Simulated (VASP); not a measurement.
NaF (Villiaumite), 2 atoms in the cell. It takes space group Fm-3m (No. 225, cubic). The conventional cell has a = 4.792 Å, b = 4.792 Å, c = 4.792 Å, α = 90.00°, β = 90.00°, γ = 90.00°. Within 3.2 Å of Na (site symmetry m-3m) lie 6 F at 2.40 Å. F (site symmetry m-3m) has 6 Na at 2.40 Å within 3.2 Å.  This cell differs from its parent crystal: volume changed by +6%.

```yaml
Program: VASP 6.6.1
Task: single point
Functional: PBE
Potentials_or_basis: VASP PAW PBE potentials, release 64 (Na_pv, F)
Cutoff: 520 eV
k_mesh: 8 × 8 × 8
Occupations: gaussian, width 0.01 eV
Spin: no spin polarisation
Dipole_correction: no
Further_INCAR_settings: ALGO = Normal; EDIFF = 1e-06; NBANDS = 14
```

Potentials or basis: VASP PAW PBE potentials, release 64 (Na_pv, F).

Run with:

```bash
$ cat potpaw_PBE.64/Na_pv/POTCAR potpaw_PBE.64/F/POTCAR > POTCAR
$ mpirun -np 1 vasp_std > vasp.out
```

Hardware: 1 thread of AMD EPYC 7R13, on a shared host.

Q: How long does it take, and how much memory?

A: It took 35 s on 1 thread of AMD EPYC 7R13, with other jobs on the host, peak memory 0.12 GiB. Counts: scf iterations 12, k points 29.
